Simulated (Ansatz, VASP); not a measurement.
# Al in VASP and in Ansatz

File INCAR:

```
PREC = Accurate
ENCUT = 520
EDIFF = 1E-7
ISMEAR = 0
SIGMA = 0.15
LREAL = False
LASPH = True
NELM = 80
ALGO = Fast
ISIF = 2
LWAVE = False
LCHARG = False
GGA = PS
NBANDS = 8
```

Contents of KPOINTS:

```
Automatic mesh
0
Gamma
  26 26 26
```

POSCAR

```
Al
1.0
   -1.5010566052      1.5010566052      1.6064390039
    1.5010566052     -1.5010566052      1.6064390039
    1.7118214026      1.7118214026     -1.6064390039
Al
1
Direct
    0.0000000000      0.0000000000      0.0000000000
```

Input for Ansatz:

```yaml
crystal:
  lattice:
    - [-1.5010566052, 1.5010566052, 1.6064390039]
    - [1.5010566052, -1.5010566052, 1.6064390039]
    - [1.7118214026, 1.7118214026, -1.6064390039]
  atoms:
    - { symbol: Al, position: [0.0, 0.0, 0.0] }
basis:
  ecutwfc: 420
kpoints:
  mp_grid: { grid: [26, 26, 26] }
hamiltonian:
  xc: pbesol
scf:
  occupations: { method: gaussian, width: 0.15 }
output:
  forces: true
  stress: true
  eigenvalues: true
```

Change from the starting cell: strain +0.1312 x Voigt [0, 0, 0, 0, 0, 1], atoms carried along.

Alike in both runs: task single point; functional PBEsol; k mesh 26 × 26 × 26; occupations gaussian, width 0.15 eV; no spin polarisation.

```csv
,VASP,Ansatz
version,VASP 6.6.1,Ansatz 0.2.0
potentials or method,"VASP PAW PBE potentials, release 64 (Al), cutoff 520 eV","scalar-relativistic, plane waves, PAW"
valence electrons in the cell,3,3
```

Ansatz gave:

* gap on the k mesh at the Fermi level (eV): none
* pressure (GPa): 1.7
* traceless stress, the component that is largest in VASP (GPa): -6.28

Problem. What did VASP give for the same quantities?

Solution. gap on the k mesh at the Fermi level (eV): none; pressure (GPa): 1.8; traceless stress, the component that is largest in VASP (GPa): -6.33.

VASP's potentials were made for PBE, not for PBEsol. A gap of «none» marks a metal or a gap that the smearing closes. The functional is the same, so the differences come from potentials, cutoffs and numerics.
